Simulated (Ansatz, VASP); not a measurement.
# NaF in VASP and in Ansatz

Contents of INCAR:

```
SYSTEM = NaF
PREC = Accurate ; ENCUT = 520
EDIFF = 1E-7 ; ISMEAR = 0
SIGMA = 0.01 ; LREAL = .FALSE.
LASPH = .TRUE. ; NELM = 100
ALGO = Normal ; ISIF = 2
LWAVE = .FALSE. ; LCHARG = .FALSE.
GGA = PE ; NBANDS = 14
```

Contents of KPOINTS:

```
Automatic mesh
0
G
  10 10 10
  0 0 0
```

The input POSCAR:

```
NaF
1.0
    0.0000000000      2.2972417837      2.2972417837
    2.2972417837      0.0000000000      2.2972417837
    2.2972417837      2.2972417837      0.0000000000
Na F
1 1
Direct
    0.0000000000      0.0000000000      0.0000000000
    0.5000000000      0.5000000000      0.5000000000
```

Input for Ansatz:

```yaml
crystal:
  lattice:
    - [0.0, 2.2972417837, 2.2972417837]
    - [2.2972417837, 0.0, 2.2972417837]
    - [2.2972417837, 2.2972417837, 0.0]
  atoms:
    - { symbol: Na, position: [0.0, 0.0, 0.0] }
    - { symbol: F, position: [0.5, 0.5, 0.5] }
kpoints:
  mp_grid: { grid: [10, 10, 10] }
  band_path:
    path:
      - [0.0, 0.0, 0.0]
      - [0.5, 0.0, 0.5]
      - [0.625, 0.25, 0.625]
      - [0.375, 0.375, 0.75]
      - [0.5, 0.5, 0.5]
      - [0.5, 0.25, 0.75]
    npoints: 1
hamiltonian:
  xc: pbe
scf:
  occupations: { method: fixed }
  n_extra_bands: 4
output:
  forces: true
  stress: true
  eigenvalues: true
```

Alike in both runs: task single point; functional PBE; k mesh 10 × 10 × 10; no spin polarisation.

|  | VASP | Ansatz |
| --- | --- | --- |
| version | VASP 6.6.1 | Ansatz 0.2.0 |
| potentials or method | VASP PAW PBE potentials, release 64 (Na_pv, F) | plane waves, PAW |
| plane-wave cutoff (eV) | 520 | 420 |
| occupations | gaussian, width 0.01 eV | fixed |
| valence electrons in the cell | 14 | 16 |

VASP gave:

| Item | Value |
| --- | --- |
| gap on the k mesh at the Fermi level (eV) | 6.44 |
| pressure (GPa) | 3.5 |

Q: Estimate Ansatz's values.

A: gap on the k mesh at the Fermi level (eV): 6.46; pressure (GPa): 3.6.

VASP's potentials hold 14 valence electrons a cell and Ansatz's 16, so a difference there can come from the potentials and not from the codes.
